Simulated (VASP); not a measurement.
# BaRe (Pm-3m) in VASP: further runs

The runs below take BaRe through single point, with r2SCAN.

Everything below comes from runs of VASP 6.6.1. Logs are shortened: lines on timing, memory, paths and dates and some standing lists are left out, and cuts for length are marked.

### 1 The cell of the first run

It takes space group Pm-3m (No. 221, cubic). Conventional cell: a = 3.789 Å, b = 3.789 Å, c = 3.789 Å, α = 90.00°, β = 90.00°, γ = 90.00°. Ba (site symmetry m-3m) has 8 Re at 3.28 Å and 6 Ba at 3.79 Å within 4.3 Å. Within 4.3 Å of Re (site symmetry m-3m) lie 8 Ba at 3.28 Å and 6 Re at 3.79 Å.

### 2 Single point, r2SCAN (27.20 Å³/atom)

POSCAR

```
BaRe
1.0
    3.7890727395      0.0000000000      0.0000000000
    0.0000000000      3.7890727395      0.0000000000
    0.0000000000      0.0000000000      3.7890727395
Ba Re
1 1
Direct
    0.0000000000      0.0000000000      0.0000000000
    0.5000000000      0.5000000000      0.5000000000
```

INCAR.step1

```
SYSTEM = BaRe
  PREC = Accurate
  ENCUT = 610
  ISMEAR = 0
  SIGMA = 0.05
  LREAL = .False.
  LASPH = .True.
  NELM = 120
  NBANDS = 20
  GGA = PE
  ALGO = Normal
  EDIFF = 1E-5
  LWAVE = .True.
  LCHARG = .False.
  GGA_COMPAT = .False.
```

INCAR.step2

```
SYSTEM = BaRe
  PREC = Accurate
  ENCUT = 610
  EDIFF = 1E-6
  ISMEAR = 0
  SIGMA = 0.05
  LREAL = .False.
  LASPH = .True.
  NELM = 120
  ALGO = Normal
  ISIF = 2
  LWAVE = .False.
  LCHARG = .True.
  METAGGA = R2SCAN
  LMIXTAU = .True.
  LELF = .True.
  LVHAR = .True.
  NBANDS = 20
  ISTART = 1
  GGA_COMPAT = .False.
```

KPOINTS

```
Automatic mesh
0
Gamma
  10 10 10
  0 0 0
```

Potentials or basis: VASP PAW PBE potentials, release 64 (Ba_sv, Re_sv_GW).

Launch:

```
> cat potpaw_PBE.64/Ba_sv/POTCAR potpaw_PBE.64/Re_sv_GW/POTCAR > POTCAR
> cp INCAR.step1 INCAR
> mpirun -np 1 vasp_std > vasp.out
> cp INCAR.step2 INCAR
> mpirun -np 1 vasp_std > vasp.out
```

OUTCAR:

```text
SYSTEM = BaRe
   PREC = Accurate
   ENCUT = 610
   EDIFF = 1E-6
   ISMEAR = 0
   LREAL = .False.
   LASPH = .True.
   NELM = 120
   ISIF = 2
   METAGGA = R2SCAN
   ISTART = 1

 ion  position               nearest neighbor table
   1  0.000  0.000  0.000-   2 3.28   2 3.28   2 3.28   2 3.28   2 3.28   2 3.28   2 3.28   2 3.28

   2  0.500  0.500  0.500-   1 3.28   1 3.28   1 3.28   1 3.28   1 3.28   1 3.28   1 3.28   1 3.28

  LATTYP: Found a simple cubic cell.
 ALAT       =     3.7890727395

  Lattice vectors:

 A1 = (   3.7890727395,   0.0000000000,   0.0000000000)
 A2 = (   0.0000000000,   3.7890727395,   0.0000000000)
 A3 = (   0.0000000000,   0.0000000000,   3.7890727395)

Analysis of symmetry for initial positions (statically):
=====================================================================
 Subroutine PRICEL returns:
 Original cell was already a primitive cell.

 Routine SETGRP: Setting up the symmetry group for a
 simple cubic supercell.

 Subroutine GETGRP returns: Found 48 space group operations
 (whereof 48 operations were pure point group operations)
 out of a pool of 48 trial point group operations.

The static configuration has the point symmetry O_h .

Analysis of symmetry for dynamics (positions and initial velocities):
=====================================================================
 Subroutine PRICEL returns:
 Original cell was already a primitive cell.

 Routine SETGRP: Setting up the symmetry group for a
 simple cubic supercell.

 Subroutine GETGRP returns: Found 48 space group operations
 (whereof 48 operations were pure point group operations)
 out of a pool of 48 trial point group operations.

The dynamic configuration has the point symmetry O_h .

 Subroutine INISYM returns: Found 48 space group operations
 (whereof 48 operations are pure point group operations),
 and found     1 'primitive' translations

----------------------------------------------------------------------------------------

                                     Primitive cell

  volume of cell :      54.4000

  direct lattice vectors                    reciprocal lattice vectors
     3.789072739  0.000000000  0.000000000     0.263916813  0.000000000  0.000000000
     0.000000000  3.789072739  0.000000000     0.000000000  0.263916813  0.000000000
     0.000000000  0.000000000  3.789072739     0.000000000  0.000000000  0.263916813

  length of vectors
     3.789072739  3.789072739  3.789072739     0.263916813  0.263916813  0.263916813

  position of ions in fractional coordinates (direct lattice)
     0.000000000  0.000000000  0.000000000
     0.500000000  0.500000000  0.500000000

  ion indices of the primitive-cell ions
   primitive index   ion index
                 1           1
                 2           2

----------------------------------------------------------------------------------------

 KPOINTS: Automatic mesh

Automatic generation of k-mesh.
 Grid dimensions read from file:
 generate k-points for:   10   10   10

 Generating k-lattice:

  Cartesian coordinates                     Fractional coordinates (reciprocal lattice)
     0.026391681  0.000000000  0.000000000     0.100000000  0.000000000  0.000000000
     0.000000000  0.026391681  0.000000000     0.000000000  0.100000000  0.000000000
     0.000000000  0.000000000  0.026391681     0.000000000  0.000000000  0.100000000

  Length of vectors
     0.026391681  0.026391681  0.026391681

  Shift w.r.t. Gamma in fractional coordinates (k-lattice)
     0.000000000  0.000000000  0.000000000

 Subroutine IBZKPT returns following result:
 ===========================================

 Found     56 irreducible k-points:

 Following reciprocal coordinates:
            Coordinates               Weight
  0.000000  0.000000  0.000000      1.000000
  0.100000  0.000000  0.000000      6.000000
  0.200000  0.000000  0.000000      6.000000
  0.300000  0.000000  0.000000      6.000000
  0.400000  0.000000  0.000000      6.000000
  0.500000  0.000000  0.000000      3.000000
[... 16 lines left out ...]
  0.200000  0.100000  0.100000     24.000000
  0.300000  0.100000  0.100000     24.000000
 [... further k-points ...]
   k-points           NKPTS =     56   k-points in BZ     NKDIM =     56   number of bands    NBANDS=     20
   number of dos      NEDOS =    301   number of ions     NIONS =      2
   total plane-waves  NPLWV =  32768
   dimension x,y,z NGX =    32 NGY =   32 NGZ =   32
   dimension x,y,z NGXF=    64 NGYF=   64 NGZF=   64
   ions per type =               1   1
   NGX,Y,Z   is equivalent  to a cutoff of  14.04, 14.04, 14.04 a.u.
   NGXF,Y,Z  is equivalent  to a cutoff of  28.08, 28.08, 28.08 a.u.
 SYSTEM =  BaRe
   PREC   = accura    normal or accurate (medium, high low for compatibility)
   ISTART =      1    job   : 0-new  1-cont  2-samecut
   ICHARG =      0    charge: 1-file 2-atom 10-const
   ISPIN  =      1    spin polarized calculation?
   LNONCOLLINEAR =      F non collinear calculations
   LSORBIT =      F    spin-orbit coupling
   LASPH  =      T    aspherical Exc in radial PAW
   ENCUT  =  610.0 eV  44.83 Ry    6.70 a.u.   7.63  7.63  7.63*2*pi/ulx,y,z
   NELM   =    120;   NELMIN=  2; NELMDL=  0     # of ELM steps
   EDIFF  = 0.1E-05   stopping-criterion for ELM
   LREAL  =      F    real-space projection
   EDIFFG = 0.1E-04   stopping-criterion for IOM
   NSW    =      0    number of steps for IOM
   IBRION =     -1    ionic relax: 0-MD 1-quasi-New 2-CG
   NFREE  =      0    steps in history (QN), initial steepest desc. (CG)
   ISIF   =      2    stress and relaxation
   ISYM   =      2    0-nonsym 1-usesym 2-fastsym
   POTIM  = 0.5000    time-step for ionic-motion
   TEBEG  =    0.0;   TEEND  =   0.0 temperature during run
   PSTRESS=    0.0 pullay stress
   NELECT =      25.0000    total number of electrons
   NUPDOWN=      -1.0000    fix difference up-down
   EMIN   =  10.00;   EMAX   =-10.00  energy-range for DOS
   EFERMI =   0.00;   METHOD = LEGACY
   ISMEAR =     0;   SIGMA  =   0.05  broadening in eV -4-tet -1-fermi 0-gaus
   EFERMI_NEDOS =   21; number of points for ismear=-14 and -15
   IALGO  =     38    algorithm
   IMIX   =      4    mixing-type and parameters
     AMIX     =   0.40;   BMIX     =  1.00
     AMIX_MAG =   1.60;   BMIX_MAG =  1.00
  volume/ion in A,a.u.               =      27.20       183.55
  Fermi-wavevector in a.u.,A,eV,Ry     =   1.263345  2.387375 21.715443  1.596040
  Thomas-Fermi vector in A             =   2.396706
   LORBIT       =      0    0 simple, 1 ext, 2 COOP (PROOUT), +10 PAW based schemes
   METAGGA = R2SCAN    functional components
   LHFCALC =     F    Hartree Fock is set to
   AEXX    =    0.0000 exact exchange contribution
   IVDW    =     0    specifies the selected vdW correction
   LEPSILON=     F    determine dielectric tensor
   LRPA    =     F    only Hartree local field effects (RPA)
 non-spin polarized calculation
 Gauss-broadening in eV      SIGMA  =   0.05
  energy-cutoff  :      610.00
  volume of cell :       54.40
 maximum number of plane-waves:      1876
 NGX is ok and might be reduce to    32
   NGX = 15   NGY = 15   NGZ = 15

 number of electron      25.0000001 magnetization

 Free energy of the ion-electron system (eV)
  ---------------------------------------------------
  ext. energy  EPLUGINS =         0.00000000
  ---------------------------------------------------
  free energy    TOTEN  =       -76.00326124 eV

  energy without entropy =      -75.99165968  energy(sigma->0) =      -75.99746046

 E-fermi :   4.8938     XC(G=0): -11.3703

 val. band max:        4.8914599395   @ k =   0.5000   0.1000   0.0000
 cond. band min:       4.8953635815   @ k =   0.3000   0.2000   0.0000
 fundamental gap:      0.0039036420
 Fermi energy:         4.8937612570

 k-point     1 :       0.0000    0.0000    0.0000
  band No.  band energies     occupation
      1     -76.2273      2.00000
      2     -37.3947      2.00000
      3     -37.3947      2.00000
      4     -37.3947      2.00000
      5     -22.6920      2.00000
      6      -7.1359      2.00000
[... 12 lines left out ...]
     19      13.2406      0.00000
     20      13.6171      0.00000

 k-point     2 :       0.1000    0.0000    0.0000
  band No.  band energies     occupation
      1     -76.2273      2.00000
      2     -37.3968      2.00000
      3     -37.3945      2.00000
      4     -37.3945      2.00000
      5     -22.6797      2.00000
      6      -7.2932      2.00000
[... 12 lines left out ...]
     19      12.7136      0.00000
     20      13.4895      0.00000

 k-point     3 :       0.2000    0.0000    0.0000
  band No.  band energies     occupation
      1     -76.2272      2.00000
      2     -37.4022      2.00000
      3     -37.3941      2.00000
      4     -37.3941      2.00000
      5     -22.6472      2.00000
      6      -7.6719      2.00000
[... 12 lines left out ...]
     19      11.9821      0.00000
     20      13.1671      0.00000

 k-point     4 :       0.3000    0.0000    0.0000
  band No.  band energies     occupation
      1     -76.2271      2.00000
      2     -37.4090      2.00000
      3     -37.3935      2.00000
      4     -37.3935      2.00000
      5     -22.6064      2.00000
      6      -8.0898      2.00000
[... 12 lines left out ...]
     19      12.3818      0.00000
     20      12.7875      0.00000

 k-point     5 :       0.4000    0.0000    0.0000
  band No.  band energies     occupation
      1     -76.2270      2.00000
      2     -37.4145      2.00000
      3     -37.3931      2.00000
      4     -37.3931      2.00000
      5     -22.5729      2.00000
      6      -8.3973      2.00000
[... 12 lines left out ...]
     19      12.4920      0.00000
     20      13.6430      0.00000

 k-point     6 :       0.5000    0.0000    0.0000
  band No.  band energies     occupation
      1     -76.2269      2.00000
      2     -37.4164      2.00000
      3     -37.3928      2.00000
      4     -37.3928      2.00000
      5     -22.5601      2.00000
      6      -8.5088      2.00000
[... 12 lines left out ...]
     19      12.3813      0.00000
     20      14.5978      0.00000

 k-point     7 :       0.1000    0.1000    0.0000
  band No.  band energies     occupation
      1     -76.2273      2.00000
      2     -37.3967      2.00000
      3     -37.3966      2.00000
      4     -37.3944      2.00000
      5     -22.6677      2.00000
      6      -7.3197      2.00000
[... 12 lines left out ...]
     19      13.1735      0.00000
     20      13.4041      0.00000
[... 277 lines left out ...]
 k-point    20 :       0.5000    0.4000    0.0000
  band No.  band energies     occupation
      1     -76.2267      2.00000
      2     -37.4141      2.00000
      3     -37.4118      2.00000
      4     -37.3915      2.00000
      5     -22.4738      2.00000
      6      -8.1515      2.00000
[... 12 lines left out ...]
     19      12.8426      0.00000
     20      14.0537      0.00000

 k-point    21 :       0.5000    0.5000    0.0000
  band No.  band energies     occupation
      1     -76.2266      2.00000
      2     -37.4137      2.00000
      3     -37.4137      2.00000
      4     -37.3913      2.00000
      5     -22.4645      2.00000
      6      -8.1106      2.00000
[... 12 lines left out ...]
     19      12.8819      0.00000
     20      14.5180      0.00000

 k-point    22 :       0.1000    0.1000    0.1000
  band No.  band energies     occupation
      1     -76.2272      2.00000
      2     -37.3965      2.00000
      3     -37.3963      2.00000
      4     -37.3963      2.00000
      5     -22.6559      2.00000
      6      -7.3371      2.00000
[... 12 lines left out ...]
     19      11.7346      0.00000
     20      14.9687      0.00000

 k-point    23 :       0.2000    0.1000    0.1000
  band No.  band energies     occupation
      1     -76.2271      2.00000
      2     -37.4019      2.00000
      3     -37.3960      2.00000
      4     -37.3959      2.00000
      5     -22.6249      2.00000
      6      -7.6458      2.00000
[... 12 lines left out ...]
     19      11.8324      0.00000
     20      14.1600      0.00000

 k-point    24 :       0.3000    0.1000    0.1000
  band No.  band energies     occupation
      1     -76.2270      2.00000
      2     -37.4086      2.00000
      3     -37.3955      2.00000
      4     -37.3954      2.00000
      5     -22.5861      2.00000
      6      -8.0398      2.00000
[... 12 lines left out ...]
     19      12.0919      0.00000
     20      13.5912      0.00000

 [... further k-points ...]

------------------------ aborting loop because EDIFF is reached ----------------------------------------

  FORCE on cell =-STRESS in cart. coord.  units (eV):
  Direction    XX          YY          ZZ          XY          YZ          ZX
  --------------------------------------------------------------------------------------
  -------------------------------------------------------------------------------------
  Total       -0.5107642     -0.5107642     -0.5107642     -0.0000000      0.0000000      0.0000000
  in kB      -15.0429226    -15.0429226    -15.0429226     -0.0000000      0.0000000      0.0000000
  external PRESSURE =     -15.0429226 kB  Pullay stress =       0.0000000 kB

 VOLUME and BASIS-vectors are now :
 -----------------------------------------------------------------------------
  energy-cutoff  :      610.00
  volume of cell :       54.40
      direct lattice vectors                 reciprocal lattice vectors
     3.789072739  0.000000000  0.000000000     0.263916813  0.000000000  0.000000000
     0.000000000  3.789072739  0.000000000     0.000000000  0.263916813  0.000000000
     0.000000000  0.000000000  3.789072739     0.000000000  0.000000000  0.263916813

 POSITION                                       TOTAL-FORCE (eV/Angst)
 -----------------------------------------------------------------------------------
      0.00000      0.00000      0.00000         0.000000      0.000000      0.000000
      1.89454      1.89454      1.89454         0.000000      0.000000      0.000000
 -----------------------------------------------------------------------------------
    total drift:                                0.000000      0.000000     -0.000000

  FREE ENERGIE OF THE ION-ELECTRON SYSTEM (eV)
  ---------------------------------------------------
  free  energy   TOTEN  =       -76.0032612424 eV

  energy  without entropy=      -75.9916596786  energy(sigma->0) =      -75.99746046
```

Wall time 2.4 min (1 thread of Intel Xeon Platinum 8488C (Sapphire Rapids), shared host); peak memory 0.25 GiB.

Results:

| Item | Value |
| --- | --- |
| Free energy | -76.0033 eV |
| Pressure | -1.5 GPa |
| Band gap on the k mesh | zero (an odd number of electrons rules out a gap without spin polarisation) |

Caveat: the PAW data sets were made with another functional, which shifts forces and pressure a little; spin-orbit coupling is left out, which moves the levels of the heavy elements.

### 3 Single point, r2SCAN (25.42 Å³/atom)

This run uses another cell than the first one, of 25.42 Å³/atom.

POSCAR

```
BaRe
1.0
    3.7045746453      0.0000000000      0.0000000000
    0.0000000000      3.7045746453      0.0000000000
    0.0000000000      0.0000000000      3.7045746453
Ba Re
1 1
Direct
    0.0000000000      0.0000000000      0.0000000000
    0.5000000000      0.5000000000      0.5000000000
```

INCAR.step1

```
SYSTEM = BaRe
  PREC = Accurate
  ENCUT = 610
  ISMEAR = 0
  SIGMA = 0.05
  LREAL = .FALSE.
  LASPH = .TRUE.
  NELM = 120
  NBANDS = 20
  GGA = PE
  ALGO = Normal
  EDIFF = 1E-5
  LWAVE = .TRUE.
  LCHARG = .FALSE.
  GGA_COMPAT = .FALSE.
```

INCAR.step2

```
SYSTEM = BaRe
  PREC = Accurate
  ENCUT = 610
  EDIFF = 1E-6
  ISMEAR = 0
  SIGMA = 0.05
  LREAL = .FALSE.
  LASPH = .TRUE.
  NELM = 120
  ALGO = Normal
  ISIF = 2
  LWAVE = .FALSE.
  LCHARG = .TRUE.
  METAGGA = R2SCAN
  LMIXTAU = .TRUE.
  LELF = .TRUE.
  LVHAR = .TRUE.
  NBANDS = 20
  ISTART = 1
  GGA_COMPAT = .FALSE.
```

KPOINTS

```
Automatic mesh
0
G
  10 10 10
  0 0 0
```

Potentials or basis: VASP PAW PBE potentials, release 64 (Ba_sv, Re_sv_GW).

Launch:

```
> cat potpaw_PBE.64/Ba_sv/POTCAR potpaw_PBE.64/Re_sv_GW/POTCAR > POTCAR
> cp INCAR.step1 INCAR
> mpirun -np 1 vasp_std > vasp.out
> cp INCAR.step2 INCAR
> mpirun -np 1 vasp_std > vasp.out
```

Wall time 6.2 min (1 thread of Intel Xeon Platinum 8375C at 2.90GHz (Ice Lake), shared host); peak memory 0.24 GiB.

It converged, with:

| Item | Value |
| --- | --- |
| Free energy | -75.9984 eV |
| Pressure | 1.7 GPa |
| Band gap on the k mesh | zero (an odd number of electrons rules out a gap without spin polarisation) |

Levels at points of the mesh, in eV from the Fermi level:
```csv
k point,band 8,band 9,band 10,band 11,band 12,band 13,band 14,band 15,band 16,band 17
"(0.00, 0.00, 0.00)",-11.97,-4.47,-2.58,-2.58,-0.05,-0.05,-0.05,4.62,4.62,8.89
"(0.50, 0.00, 0.00)",-11.91,-1.58,-1.12,-0.25,0.13,0.13,0.32,1.65,2.14,3.72
"(0.50, 0.50, 0.00)",-11.67,-3.71,-1.79,-1.19,-1.19,1.36,1.40,3.96,3.96,5.38
"(0.50, 0.50, 0.50)",-13.06,-0.26,-0.26,-0.26,0.10,0.10,0.10,1.46,1.46,2.30
```

Caveat: the PAW data sets were made with another functional, which shifts forces and pressure a little; spin-orbit coupling is left out, which moves the levels of the heavy elements.

The gap in the log of VASP goes by the Fermi energy; the results here count the filled bands.